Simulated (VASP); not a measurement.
Input of a VASP 6.6.1 run:

Contents of INCAR:

```
PREC = Accurate
ENCUT = 520
EDIFF = 1E-6
ISMEAR = 0
SIGMA = 0.1
LREAL = False
LASPH = True
NELM = 60
ALGO = Normal
ISIF = 2
LWAVE = False
LCHARG = False
GGA = PE
NBANDS = 38
```

File KPOINTS:

```
regular mesh
0
Gamma
  10 10 10
```

The input POSCAR:

```
ZrSn2S3
1.0
   -2.8666753909      2.8666753909      4.7081655830
    2.8666753909     -2.8666753909      4.7081655830
    2.8666753909      2.8666753909     -4.7081655830
Zr Sn S
1 2 3
Direct
    0.5000000000      0.5000000000      0.0000000000
    0.7500000000      0.2500000000      0.5000000000
    0.2500000000      0.7500000000      0.5000000000
    0.2409252589      0.2409252589      0.0000000000
    0.7590747411      0.7590747411      0.0000000000
    0.0000000000      0.0000000000      0.0000000000
```

Potentials or basis: VASP PAW PBE potentials, release 64 (Zr_sv, Sn_d, S).

Command:

```bash
$ cat potpaw_PBE.64/Zr_sv/POTCAR potpaw_PBE.64/Sn_d/POTCAR potpaw_PBE.64/S/POTCAR > POTCAR
$ mpirun -np 1 vasp_std > vasp.out
```

Question: What does it give for the largest force?

Answer: 0.029 eV/Å.

Question: What does it give for the pressure?

Answer: 0.0 GPa.

Forces on the atoms (eV/Å):
```
Zr   0.000  0.000  0.000
Sn   0.000  0.000  0.000
Sn   0.000  0.000  0.000
S    0.000  0.000 -0.029
S    0.000  0.000  0.029
S    0.000  0.000  0.000
```
